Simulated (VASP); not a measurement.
# Si8C7N (a cell with a defect) in VASP: notebook

The runs below take Si8C7N (a cell with a defect) through single point, with PBE.

Program: VASP 6.6.1. These are calculated values, not measurements. Logs are shortened: lines on timing, memory, paths and dates and some standing lists are left out, and cuts for length are marked.

### 1 The cell of the first run

The cell holds a defect, 16 atoms: a = 6.194 Å, b = 6.194 Å, c = 6.194 Å, α = 60.00°, β = 60.00°, γ = 60.00°.

### 2 Single point, PBE

INCAR

```
SYSTEM = Si8C7N
PREC = Accurate ; ENCUT = 520
EDIFF = 1E-6 ; ISMEAR = 0
SIGMA = 0.01 ; LREAL = Auto
LASPH = .TRUE. ; NELM = 80
ALGO = Normal ; ISIF = 2
LWAVE = .FALSE. ; LCHARG = .TRUE.
GGA = PE ; LELF = .TRUE.
LVHAR = .TRUE. ; NELECT = 64.0
NBANDS = 46
```

KPOINTS

```
regular mesh
0
G
  3 3 3
  0 0 0
```

POSCAR

```
Si8C7N
1.0
    0.0000000000      4.3797259402     -4.3797259402
    4.3797259402      4.3797259402      0.0000000000
    4.3797259402      0.0000000000     -4.3797259402
Si N C
8 1 7
Direct
    0.1290472895      0.1286280407      0.1174535673
    0.1291928640      0.6256092803      0.1232990528
    0.6260376230      0.1287569508      0.1233038092
    0.6260351708      0.6256143383      0.1232973835
    0.1290640032      0.1286339534      0.6263321345
    0.1290569920      0.6197212774      0.6263291980
    0.6201094401      0.1286590322      0.6263423162
    0.6260424998      0.6256188592      0.6264349702
    0.0018560261      0.0013912763      0.4991048954
    0.0009001315      0.5023547110      0.4981477940
    0.5027620067      0.0004843123      0.4981597396
    0.5027659742      0.5023400176      0.4981560745
    0.0009195544      0.0004862997      1.0000167584
    0.0008922321      0.5023183675      1.0000282532
    0.5027489010      0.0004864391      1.0000335503
    0.5018384178      0.5013899006      0.9990646987
```

Potentials or basis: VASP PAW PBE potentials, release 64 (Si, N, C).

Run with:

```bash
$ cat potpaw_PBE.64/Si/POTCAR potpaw_PBE.64/N/POTCAR potpaw_PBE.64/C/POTCAR > POTCAR
$ mpirun -np 1 vasp_std > vasp.out
```

OUTCAR:

```text
SYSTEM = Si8C7N
   PREC = Accurate
   ENCUT = 520
   EDIFF = 1E-6
   ISMEAR = 0
   LREAL = Auto
   LASPH = .TRUE.
   NELM = 80
   ISIF = 2
   GGA = PE
   NELECT = 64.0

 ion  position               nearest neighbor table
   1  0.129  0.129  0.117-  14 1.89  15 1.89  13 1.89   9 1.93   7 3.04   6 3.04   5 3.04   2 3.10
                             3 3.10   4 3.10   4 3.10   3 3.10   2 3.10
   2  0.129  0.626  0.123-  16 1.88  10 1.90  14 1.90  13 1.90   4 3.08   3 3.08   8 3.08   1 3.10
                             6 3.10   5 3.10   5 3.10   6 3.10   1 3.10   8 3.12   3 3.12   4 3.12
   3  0.626  0.129  0.123-  16 1.88  15 1.90  11 1.90  13 1.90   2 3.08   4 3.08   8 3.08   7 3.10
                             1 3.10   5 3.10   5 3.10   1 3.10   7 3.10   8 3.12   4 3.12   2 3.12
   4  0.626  0.626  0.123-  16 1.88  14 1.90  12 1.90  15 1.90   2 3.08   3 3.08   8 3.08   6 3.10
                             1 3.10   7 3.10   7 3.10   1 3.10   6 3.10   8 3.12   3 3.12   2 3.12
   5  0.129  0.129  0.626-  13 1.89  11 1.89  10 1.89   9 1.93   7 3.04   6 3.04   1 3.04   2 3.10
                             8 3.10   3 3.10   3 3.10   8 3.10   2 3.10
   6  0.129  0.620  0.626-  14 1.89  10 1.89  12 1.89   9 1.93   7 3.04   5 3.04   1 3.04   2 3.10
                             8 3.10   4 3.10   4 3.10   8 3.10   2 3.10
   7  0.620  0.129  0.626-  12 1.89  15 1.89  11 1.89   9 1.93   6 3.04   5 3.04   1 3.04   8 3.10
                             3 3.10   4 3.10   4 3.10   3 3.10   8 3.10
   8  0.626  0.626  0.626-  16 1.88  12 1.90  10 1.90  11 1.90   4 3.08   2 3.08   3 3.08   7 3.10
                             6 3.10   5 3.10   5 3.10   6 3.10   7 3.10   3 3.12   2 3.12   4 3.12
   9  0.002  0.001  0.499-   1 1.93   6 1.93   5 1.93   7 1.93
  10  0.001  0.502  0.498-   6 1.89   5 1.89   2 1.90   8 1.90
  11  0.503  0.000  0.498-   5 1.89   7 1.89   3 1.90   8 1.90
  12  0.503  0.502  0.498-   7 1.89   6 1.89   8 1.90   4 1.90
  13  0.001  0.000  0.000-   5 1.89   1 1.89   2 1.90   3 1.90
  14  0.001  0.502  0.000-   1 1.89   6 1.89   4 1.90   2 1.90
  15  0.503  0.000  0.000-   7 1.89   1 1.89   3 1.90   4 1.90
  16  0.502  0.501  0.999-   8 1.88   3 1.88   2 1.88   4 1.88

  LATTYP: Found a face centered cubic cell.
 ALAT       =     8.7594518804

  Lattice vectors:

 A1 = (   0.0000000000,   4.3797259402,  -4.3797259402)
 A2 = (   4.3797259402,   4.3797259402,   0.0000000000)
 A3 = (   4.3797259402,   0.0000000000,  -4.3797259402)

Analysis of symmetry for initial positions (statically):
=====================================================================
 Subroutine PRICEL returns:
 Original cell was already a primitive cell.

 Routine SETGRP: Setting up the symmetry group for a
 face centered cubic supercell.

 Subroutine GETGRP returns: Found  1 space group operations
 (whereof  1 operations were pure point group operations)
 out of a pool of 48 trial point group operations.

The static configuration has the point symmetry C_1 .

Analysis of symmetry for dynamics (positions and initial velocities):
[... 145 lines left out ...]
   IALGO  =     38    algorithm
   IMIX   =      4    mixing-type and parameters
     AMIX     =   0.40;   BMIX     =  1.00
     AMIX_MAG =   1.60;   BMIX_MAG =  1.00
  volume/ion in A,a.u.               =      10.50        70.87
  Fermi-wavevector in a.u.,A,eV,Ry     =   1.186710  2.242556 19.160817  1.408280
  Thomas-Fermi vector in A             =   2.322877
   LORBIT       =      0    0 simple, 1 ext, 2 COOP (PROOUT), +10 PAW based schemes
   GGA     = PE    functional components
   LHFCALC =     F    Hartree Fock is set to
   AEXX    =    0.0000 exact exchange contribution
   IVDW    =     0    specifies the selected vdW correction
   LEPSILON=     F    determine dielectric tensor
   LRPA    =     F    only Hartree local field effects (RPA)
 non-spin polarized calculation
 Gauss-broadening in eV      SIGMA  =   0.01
  energy-cutoff  :      520.00
  volume of cell :      168.02
 maximum number of plane-waves:      4573
 NGX is ok and might be reduce to    48
   NGX = 23   NGY = 23   NGZ = 23

 number of electron      64.0000003 magnetization

 Free energy of the ion-electron system (eV)
  ---------------------------------------------------
  ext. energy  EPLUGINS =         0.00000000
  ---------------------------------------------------
  free energy    TOTEN  =      -129.79588398 eV

  energy without entropy =     -129.79588398  energy(sigma->0) =     -129.79588398

 E-fermi :   7.9003     XC(G=0): -11.2152

 val. band max:        7.8560813212   @ k =   0.0000   0.0000   0.0000
 cond. band min:       8.6849840934   @ k =   0.0000   0.0000   0.0000
 fundamental gap:      0.8289027722
 Fermi energy:         7.9002693227

 k-point     1 :       0.0000    0.0000    0.0000
  band No.  band energies     occupation
      1      -8.5101      2.00000
      2      -6.1908      2.00000
      3      -3.7889      2.00000
      4      -3.7889      2.00000
      5      -3.7888      2.00000
      6      -2.8035      2.00000
[... 647 lines left out ...]
     43      15.3525      0.00000
     44      15.4972      0.00000
 [bands above 44 left out]

------------------------ aborting loop because EDIFF is reached ----------------------------------------

  FORCE on cell =-STRESS in cart. coord.  units (eV):
  Direction    XX          YY          ZZ          XY          YZ          ZX
  --------------------------------------------------------------------------------------
  -------------------------------------------------------------------------------------
  Total      -14.7293949    -14.7621215    -14.7292567     -0.0030335      0.0033089      0.0039559
  in kB     -140.4509512   -140.7630132   -140.4496342     -0.0289259      0.0315522      0.0377215
  external PRESSURE =    -140.5545329 kB  Pullay stress =       0.0000000 kB

 VOLUME and BASIS-vectors are now :
 -----------------------------------------------------------------------------
  energy-cutoff  :      520.00
  volume of cell :      168.02
      direct lattice vectors                 reciprocal lattice vectors
     0.000000000  4.379725940 -4.379725940    -0.114162394  0.114162394 -0.114162394
     4.379725940  4.379725940  0.000000000     0.114162394  0.114162394  0.114162394
     4.379725940  0.000000000 -4.379725940     0.114162394 -0.114162394 -0.114162394

 POSITION                                       TOTAL-FORCE (eV/Angst)
 -----------------------------------------------------------------------------------
      1.07777      1.12855     -1.07961        -0.005865     -0.000848      0.006266
      3.28001      3.30583     -1.10585         0.000224     -0.001966      0.001952
      1.10396      3.30579     -3.28191        -0.000837     -0.000480     -0.001367
      3.28003      5.48188     -3.28187        -0.000397     -0.003221      0.000629
      3.30654      1.12865     -3.30843         0.002198     -0.000207     -0.000260
      5.45736      3.27944     -3.30838        -0.002177     -0.004931      0.000960
[... 8 lines left out ...]
      0.00228      2.20403     -2.20205         0.000337      0.001107     -0.010826
      6.57158      4.39387     -6.57354         0.004024      0.002178     -0.003372
 -----------------------------------------------------------------------------------
    total drift:                                0.014098      0.043162     -0.016300

  FREE ENERGIE OF THE ION-ELECTRON SYSTEM (eV)
  ---------------------------------------------------
  free  energy   TOTEN  =      -129.7958839819 eV

  energy  without entropy=     -129.7958839819  energy(sigma->0) =     -129.79588398
```

OSZICAR:

```text
N       E                     dE             d eps       ncg     rms          rms(c)
DAV:   1     0.173127918961E+03    0.17313E+03   -0.29279E+04  1288   0.126E+03
DAV:   2    -0.125153252722E+03   -0.29828E+03   -0.28011E+03  1616   0.217E+02
DAV:   3    -0.143409396547E+03   -0.18256E+02   -0.18092E+02  1664   0.531E+01
DAV:   4    -0.143725413965E+03   -0.31602E+00   -0.31509E+00  1626   0.783E+00
DAV:   5    -0.143732909152E+03   -0.74952E-02   -0.74896E-02  1618   0.115E+00    0.242E+01
DAV:   6    -0.130158898417E+03    0.13574E+02   -0.42209E+01  1562   0.215E+01    0.107E+01
DAV:   7    -0.129848754037E+03    0.31014E+00   -0.43536E+00  1728   0.775E+00    0.484E+00
DAV:   8    -0.129800547380E+03    0.48207E-01   -0.35332E-01  1606   0.245E+00    0.164E+00
DAV:   9    -0.129795185894E+03    0.53615E-02   -0.48726E-02  1592   0.964E-01    0.298E-01
DAV:  10    -0.129795397027E+03   -0.21113E-03   -0.38782E-03  1876   0.329E-01    0.187E-01
DAV:  11    -0.129795885858E+03   -0.48883E-03   -0.13166E-03  1504   0.153E-01    0.767E-02
DAV:  12    -0.129795870691E+03    0.15166E-04   -0.26114E-04  1768   0.841E-02    0.272E-02
DAV:  13    -0.129795882421E+03   -0.11729E-04   -0.97730E-05  1496   0.447E-02    0.147E-02
DAV:  14    -0.129795883799E+03   -0.13790E-05   -0.92500E-06  1616   0.122E-02    0.440E-03
DAV:  15    -0.129795883982E+03   -0.18239E-06   -0.92543E-07   944   0.572E-03
   1 F= -.12979588E+03 E0= -.12979588E+03  d E =-.159951E-11
```

stdout:

```text
POSCAR found type information on POSCAR SiN C
 POSCAR found :  3 types and      16 ions
 scaLAPACK will be used
 LDA part: xc-table for (Slater+PW92), standard interpolation
 POSCAR, INCAR and KPOINTS ok, starting setup
 FFT: planning ... GRIDC
 FFT: planning ... GRID_SOFT
 FFT: planning ... GRID
 WAVECAR not read
 entering main loop
 the old and the new charge density differ
 old charge density:    65.00000 new   64.00000
    0.242E+01
```

It took 5.8 min on 1 thread of Intel Xeon 8259CL, shared host; peak memory 0.35 GiB.

What came out:

| Quantity | Value |
| --- | --- |
| Free energy | -129.7959 eV |
| Largest force | 0.017 eV/Å |

Forces on the atoms (eV/Å):
```
Si  -0.006 -0.001  0.006
Si   0.000 -0.002  0.002
Si  -0.001  0.000 -0.001
Si   0.000 -0.003  0.001
Si   0.002  0.000  0.000
Si  -0.002 -0.005  0.001
Si  -0.004 -0.004  0.001
Si   0.001 -0.001  0.000
N    0.001 -0.004  0.002
C    0.001  0.001  0.011
C   -0.012  0.002 -0.002
C   -0.001  0.016  0.000
C    0.003 -0.005 -0.005
C    0.012  0.002 -0.001
C    0.000  0.001 -0.011
C    0.004  0.002 -0.003
```

Caveat: the cell carries a net charge on a neutralising background, which shifts energy and pressure; the cell is charged against a uniform background, so pressure and absolute levels hang on convention.

### 3 Single point, PBE, collinear spin

INCAR

```
  PREC = Accurate
  ENCUT = 520
  EDIFF = 1E-6
  ISMEAR = 0
  SIGMA = 0.01
  LREAL = Auto
  LASPH = T
  NELM = 150
  ALGO = Normal
  ISIF = 2
  LWAVE = F
  LCHARG = F
  ISPIN = 2
  MAGMOM = 0.2 0 0 0 0.2 0.2 0.2 0 0.2 0 0 0 0 0 0 0
  LORBIT = 11
  GGA = PE
  NBANDS = 50
```

KPOINTS

```
Automatic mesh
0
Gamma
  3 3 3
```

POSCAR

```
Si8C7N
1.0
    0.0000000000      4.3797259402     -4.3797259402
    4.3797259402      4.3797259402      0.0000000000
    4.3797259402      0.0000000000     -4.3797259402
Si N C
8 1 7
Direct
    0.1298914782      0.1295798542      0.1138274078
    0.1258462920      0.6262390360      0.1245189113
    0.6265987938      0.1254794892      0.1245131923
    0.6265949662      0.6262728055      0.1245036923
    0.1298832897      0.1295471296      0.6277709502
    0.1298642041      0.6157138592      0.6277599322
    0.6159619701      0.1295735713      0.6277731024
    0.6266116105      0.6262544575      0.6237480456
    0.0014144407      0.0011143312      0.4992786355
    0.0003829952      0.5020997758      0.4982803359
    0.5024446717      0.0000298585      0.4982742056
    0.5024252182      0.5021398796      0.4982739042
    0.0003706458      0.0000169760      1.0003419388
    0.0003748532      0.5021315223      1.0003304623
    0.5024310666      0.0000501386      1.0003342716
    0.5014182164      0.5010596664      0.9993203933
```

Potentials or basis: VASP PAW PBE potentials, release 64 (Si, N, C).

Run with:

```bash
$ cat potpaw_PBE.64/Si/POTCAR potpaw_PBE.64/N/POTCAR potpaw_PBE.64/C/POTCAR > POTCAR
$ mpirun -np 1 vasp_std > vasp.out
```

Wall time 11 min (1 thread of Intel Xeon 8259CL, shared host); peak memory 0.47 GiB.

Results (log left out):

```yaml
Free_energy: -119.9037 eV
Pressure: -2.7 GPa
Largest_force: 0.029 eV/Å
Net_moment: 0.19 μB per cell
Valence_electrons_inside_the_program's_atomic_spheres: Si 1.62, 1.66 (each value once); N 3.75; C 2.53
```

Forces on the atoms (eV/Å):
```
Si  -0.014  0.011  0.016
Si   0.008 -0.010  0.011
Si  -0.010 -0.009 -0.007
Si   0.008  0.008 -0.008
Si   0.015  0.012 -0.014
Si  -0.015 -0.019 -0.015
Si   0.014 -0.018  0.015
Si  -0.009  0.007  0.011
N    0.000 -0.003  0.001
C    0.003  0.003  0.013
C   -0.012  0.003 -0.002
C   -0.001  0.014 -0.001
C    0.003 -0.005 -0.005
C    0.010  0.001 -0.001
C    0.000  0.002 -0.010
C    0.001  0.002 -0.003
```

Levels at points of the mesh, in eV from the Fermi level:
Spin up:
```csv
k point,band 29,band 30,band 31,band 32,band 33,band 34,band 35,band 36,band 37,band 38
"(0.00, 0.00, 0.00)",-3.49,-2.58,-2.58,-2.58,-1.83,-0.95,-0.95,1.41,1.84,1.84
```
Spin down:
| k point | band 28 | band 29 | band 30 | band 31 | band 32 | band 33 | band 34 | band 35 | band 36 | band 37 |
| --- | --- | --- | --- | --- | --- | --- | --- | --- | --- | --- |
| (0.00, 0.00, 0.00) | -3.49 | -3.49 | -2.58 | -2.58 | -2.58 | -1.74 | -0.90 | -0.90 | 1.45 | 1.86 |

Caveat: the k points lie up to 0.41 Å⁻¹ apart.
